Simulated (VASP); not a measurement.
# Os (C2/c) in VASP: a series of runs, part 2 of 2

VASP 6.6.1. Earlier steps stand in the parts before.

## 3. Relaxation of cell and atoms, PBE

INCAR reads:

```
SYSTEM = Os
PREC = Accurate ; ENCUT = 600
EDIFF = 1E-7 ; ISMEAR = 0
SIGMA = 0.1 ; LREAL = .False.
LASPH = .True. ; NELM = 100
ALGO = Normal ; ISIF = 3
LWAVE = .False. ; LCHARG = .False.
GGA = PE ; IBRION = 2
NSW = 90 ; EDIFFG = -0.04
```

KPOINTS reads:

```
Automatic mesh
0
Gamma
  6 6 4
  0 0 0
```

POSCAR reads:

```
Os
1.0
    2.7708114005     -1.6524111625      0.0000000000
    2.7708114005      1.6524111625      0.0000000000
   -1.5463344264      0.0000000000      7.1702452881
Os
4
Direct
    0.9680000000      0.6020000000      0.0997000000
    0.3980000000      0.0320000000      0.4003000000
    0.0320000000      0.3980000000      0.9003000000
    0.6020000000      0.9680000000      0.5997000000
```

Potentials or basis: VASP PAW PBE potentials, release 64 (Os).

Started as:

```console
> cat potpaw_PBE.64/Os/POTCAR > POTCAR
> mpirun -np 1 vasp_std > vasp.out
```

OUTCAR:

```text
SYSTEM = Os
   PREC = Accurate
   ENCUT = 600
   EDIFF = 1E-7
   ISMEAR = 0
   LREAL = .False.
   LASPH = .True.
   NELM = 100
   ISIF = 3
   GGA = PE
   IBRION = 2
   NSW = 90
   EDIFFG = -0.04

 ion  position               nearest neighbor table
   1  0.968  0.602  0.100-   3 1.50   2 2.85   2 2.85   2 2.89   3 3.20   3 3.28
   2  0.398  0.032  0.400-   4 1.50   1 2.85   1 2.85   1 2.89   4 3.20   4 3.28
   3  0.032  0.398  0.900-   1 1.50   4 2.85   4 2.85   4 2.89   1 3.20   1 3.28
   4  0.602  0.968  0.600-   2 1.50   3 2.85   3 2.85   3 2.89   2 3.20   2 3.28

 -----------------------------------------------------------------------------
|                                                                             |
|           W    W    AA    RRRRR   N    N  II  N    N   GGGG   !!!           |
|           W    W   A  A   R    R  NN   N  II  NN   N  G    G  !!!           |
|           W    W  A    A  R    R  N N  N  II  N N  N  G       !!!           |
|           W WW W  AAAAAA  RRRRR   N  N N  II  N  N N  G  GGG   !            |
|           WW  WW  A    A  R   R   N   NN  II  N   NN  G    G                |
|           W    W  A    A  R    R  N    N  II  N    N   GGGG   !!!           |
|                                                                             |
|     The distance between some ions is very small. Please check the          |
|     nearest-neighbor list in the OUTCAR file.                               |
|     I HOPE YOU KNOW WHAT YOU ARE DOING!                                     |
|                                                                             |
 -----------------------------------------------------------------------------

  LATTYP: Found a base centered monoclinic cell.
 ALAT       =     5.5416228010
 B/A-ratio  =     0.5963636364
 C/A-ratio  =     1.3236360154
 COS(beta)  =    -0.2108132423

  Lattice vectors:

 A1 = (   2.7708114005,  -1.6524111625,   0.0000000000)
 A2 = (   2.7708114005,   1.6524111625,   0.0000000000)
 A3 = (  -1.5463344264,   0.0000000000,   7.1702452881)

Analysis of symmetry for initial positions (statically):
=====================================================================
 Subroutine PRICEL returns:
 Original cell was already a primitive cell.

 Routine SETGRP: Setting up the symmetry group for a
 base centered monoclinic supercell.

 Subroutine GETGRP returns: Found  4 space group operations
 (whereof  2 operations were pure point group operations)
 out of a pool of  4 trial point group operations.

The static configuration has the point symmetry S_2 .
 The point group associated with its full space group is C_2h.

Analysis of symmetry for dynamics (positions and initial velocities):
=====================================================================
 Subroutine PRICEL returns:
 Original cell was already a primitive cell.

 Routine SETGRP: Setting up the symmetry group for a
 base centered monoclinic supercell.

 Subroutine GETGRP returns: Found  4 space group operations
 (whereof  2 operations were pure point group operations)
 out of a pool of  4 trial point group operations.

The dynamic configuration has the point symmetry S_2 .
 The point group associated with its full space group is C_2h.

 Subroutine INISYM returns: Found  4 space group operations
 (whereof  2 operations are pure point group operations),
 and found     1 'primitive' translations

----------------------------------------------------------------------------------------

                                     Primitive cell

  volume of cell :      65.6582

  direct lattice vectors                    reciprocal lattice vectors
     2.770811400 -1.652411162  0.000000000     0.180452556 -0.302588128  0.038916381
[... 51 lines left out ...]
  0.166667  0.166667  0.000000      2.000000
  0.333333  0.166667  0.000000      4.000000
[... 16 lines left out ...]
 -0.333333  0.166667  0.250000      4.000000
 -0.166667  0.166667  0.250000      4.000000
 [... further k-points ...]
   k-points           NKPTS =     47   k-points in BZ     NKDIM =     47   number of bands    NBANDS=     20
   number of dos      NEDOS =    301   number of ions     NIONS =      4
   total plane-waves  NPLWV =  47040
   dimension x,y,z NGX =    28 NGY =   28 NGZ =   60
   dimension x,y,z NGXF=    56 NGYF=   56 NGZF=  120
   ions per type =               4
   NGX,Y,Z   is equivalent  to a cutoff of  14.43, 14.43, 13.60 a.u.
   NGXF,Y,Z  is equivalent  to a cutoff of  28.86, 28.86, 27.20 a.u.
 SYSTEM =  Os
   PREC   = accura    normal or accurate (medium, high low for compatibility)
   ISTART =      0    job   : 0-new  1-cont  2-samecut
   ICHARG =      2    charge: 1-file 2-atom 10-const
   ISPIN  =      1    spin polarized calculation?
   LNONCOLLINEAR =      F non collinear calculations
   LSORBIT =      F    spin-orbit coupling
   LASPH  =      T    aspherical Exc in radial PAW
   ENCUT  =  600.0 eV  44.10 Ry    6.64 a.u.   6.44  6.44 14.65*2*pi/ulx,y,z
   NELM   =    100;   NELMIN=  2; NELMDL= -5     # of ELM steps
   EDIFF  = 0.1E-06   stopping-criterion for ELM
   LREAL  =      F    real-space projection
   EDIFFG = -.4E-01   stopping-criterion for IOM
   NSW    =     90    number of steps for IOM
   IBRION =      2    ionic relax: 0-MD 1-quasi-New 2-CG
   NFREE  =      1    steps in history (QN), initial steepest desc. (CG)
   ISIF   =      3    stress and relaxation
   ISYM   =      2    0-nonsym 1-usesym 2-fastsym
   POTIM  = 0.5000    time-step for ionic-motion
   TEBEG  =    0.0;   TEEND  =   0.0 temperature during run
   PSTRESS=    0.0 pullay stress
   NELECT =      32.0000    total number of electrons
   NUPDOWN=      -1.0000    fix difference up-down
   EMIN   =  10.00;   EMAX   =-10.00  energy-range for DOS
   EFERMI =   0.00;   METHOD = LEGACY
   ISMEAR =     0;   SIGMA  =   0.10  broadening in eV -4-tet -1-fermi 0-gaus
   EFERMI_NEDOS =   21; number of points for ismear=-14 and -15
   IALGO  =     38    algorithm
   IMIX   =      4    mixing-type and parameters
     AMIX     =   0.40;   BMIX     =  1.00
     AMIX_MAG =   1.60;   BMIX_MAG =  1.00
  volume/ion in A,a.u.               =      16.41       110.77
  Fermi-wavevector in a.u.,A,eV,Ry     =   1.288334  2.434598 22.583010  1.659804
  Thomas-Fermi vector in A             =   2.420294
   LORBIT       =      0    0 simple, 1 ext, 2 COOP (PROOUT), +10 PAW based schemes
   GGA     = PE    functional components
   LHFCALC =     F    Hartree Fock is set to
   AEXX    =    0.0000 exact exchange contribution
   IVDW    =     0    specifies the selected vdW correction
   LEPSILON=     F    determine dielectric tensor
   LRPA    =     F    only Hartree local field effects (RPA)
 conjugate gradient relaxation of ions
 non-spin polarized calculation
 Gauss-broadening in eV      SIGMA  =   0.10
  energy-cutoff  :      600.00
  volume of cell :       65.66
 maximum number of plane-waves:      2222
 NGX is ok and might be reduce to    28
   NGX = 13   NGY = 13   NGZ = 29

--------------------------------------- Ionic step        1  -------------------------------------------

 number of electron      32.0000000 magnetization

 Free energy of the ion-electron system (eV)
  ---------------------------------------------------
  ext. energy  EPLUGINS =         0.00000000
  ---------------------------------------------------
  free energy    TOTEN  =        -1.61130306 eV

  energy without entropy =       -1.58572781  energy(sigma->0) =       -1.59851543

------------------------ aborting loop because EDIFF is reached ----------------------------------------

  FORCE on cell =-STRESS in cart. coord.  units (eV):
  Direction    XX          YY          ZZ          XY          YZ          ZX
  --------------------------------------------------------------------------------------
  -------------------------------------------------------------------------------------
  Total       -2.6836550     17.6410002    196.7451339      0.0000000      0.0000000      9.2344027
  in kB      -65.4859559    430.4717856   4800.9312593      0.0000000      0.0000000    225.3358541
  external PRESSURE =    1721.9723630 kB  Pullay stress =       0.0000000 kB
[... 2340 lines left out ...]
     19      11.0898      0.00000
     20      11.5096      0.00000

 [... further k-points ...]

[... ionic steps 4 to 53 ...]

--------------------------------------- Ionic step       54  -------------------------------------------

 number of electron      32.0000004 magnetization

------------------------ aborting loop because EDIFF is reached ----------------------------------------
[... 71 lines left out ...]
--------------------------------------- Ionic step       56  -------------------------------------------

 number of electron      32.0000004 magnetization

 Free energy of the ion-electron system (eV)
  ---------------------------------------------------
  ext. energy  EPLUGINS =         0.00000000
  ---------------------------------------------------
  free energy    TOTEN  =       -44.37517946 eV

  energy without entropy =      -44.36188430  energy(sigma->0) =      -44.36853188

 E-fermi :   9.1120     XC(G=0): -13.9075

 val. band max:        9.1101067333   @ k =   0.5000   0.3333   0.5000
 cond. band min:       9.1182048079   @ k =   0.1667   0.1667   0.5000
 fundamental gap:      0.0080980745
 Fermi energy:         9.1120287413
[... 583 lines left out ...]
  FREE ENERGIE OF THE ION-ELECTRON SYSTEM (eV)
  ---------------------------------------------------
  free  energy   TOTEN  =       -44.3751794574 eV

  energy  without entropy=      -44.3618842950  energy(sigma->0) =      -44.36853188

 reached required accuracy - stopping structural energy minimisation
```

CONTCAR:

```text
Os
   1.00000000000000
     2.3704907448681016   -1.3666956853210228   -0.0374918772568481
     2.3704907448681016    1.3666956853210228   -0.0374918772568481
    -1.4456968767759688    0.0000000000000000    8.8864940765395755
  Os
     4
Direct
     0.1252054011305767    0.6263538397237334    0.3749964698267426
     0.3736461602762669    0.8747945988694231    0.1250035301732578
     0.8747945988694231    0.3736461602762669    0.6250035301732579
     0.6263538397237334    0.1252054011305767    0.8749964698267421

  0.00000000E+00  0.00000000E+00  0.00000000E+00
  0.00000000E+00  0.00000000E+00  0.00000000E+00
  0.00000000E+00  0.00000000E+00  0.00000000E+00
  0.00000000E+00  0.00000000E+00  0.00000000E+00
```

It took 28 min on 1 thread of Intel Xeon 6975P-C (Granite Rapids), shared host; peak memory 0.25 GiB.

What came out:

```yaml
Free_energy: -44.3752 eV
Relaxed_volume: 14.36 Å³/atom
Relaxed_cell: a = 2.737 Å, b = 2.737 Å, c = 9.003 Å, α = 98.78°, β = 98.78°, γ = 59.92°
Space_group_after_relaxing_to_0.05_Å: Fm-3m (No. 225)
Energy_gained_by_relaxing: 10691.0 meV/atom
Ionic_steps: 56
Pressure_after_relaxing: -0.2 GPa
Largest_force_after_relaxing: 0.033 eV/Å
```

Forces on the atoms (eV/Å):
```
Os  -0.026 -0.012  0.015
Os   0.026 -0.012 -0.015
Os   0.026  0.012 -0.015
Os  -0.026  0.012  0.015
```

Step by step:
```tsv
step	energy change (eV)	largest force (eV/Å)	pressure (GPa)	volume (Å³)
1	0.0000	70.1235	172.20	65.66
3	53.4320	153.4295	158.20	135.06
5	-29.7189	10.6156	5.23	100.68
7	-36.2224	1.4107	-33.68	78.37
9	-37.5439	0.6685	-8.27	69.00
11	-37.6076	0.1709	-15.88	70.36
13	-38.9540	1.6488	35.35	57.27
15	-39.9091	1.5968	64.66	52.47
17	-41.8437	0.8772	18.72	55.96
19	-41.9214	0.8167	11.10	56.88
21	-42.0674	0.6934	-1.13	58.55
23	-42.0858	0.6559	-1.54	58.60
25	-42.1344	0.6468	4.57	57.68
27	-42.1615	0.5794	1.32	58.11
29	-42.1983	0.4321	-10.62	59.92
31	-42.2311	0.4993	-6.27	59.17
33	-42.3425	0.6796	-2.54	58.45
35	-42.3705	0.8186	0.48	57.96
37	-42.5406	1.0986	2.52	57.42
39	-42.6134	0.8111	-1.79	57.90
41	-42.6702	0.5998	0.99	57.40
43	-42.7169	0.4834	0.37	57.42
45	-42.7502	0.2713	0.37	57.37
47	-42.7586	0.1423	-0.90	57.54
49	-42.7612	0.1034	0.50	57.34
51	-42.7625	0.0818	0.00	57.41
53	-42.7637	0.0451	0.22	57.38
55	-42.7638	0.0290	-0.36	57.46
56	-42.7639	0.0327	-0.16	57.43
```

Final structure:
```
Os
1.0
     2.37049   -1.36670   -0.03749
     2.37049    1.36670   -0.03749
    -1.44570    0.00000    8.88649
Os
4
Direct
  0.12521 0.62635 0.37500
  0.37365 0.87479 0.12500
  0.87479 0.37365 0.62500
  0.62635 0.12521 0.87500
```

Caveat: the k points lie up to 0.44 Å⁻¹ apart in the final cell; the bands computed are all filled at some k points, so no gap is given; spin-orbit coupling is left out, which moves the levels of the heavy elements.
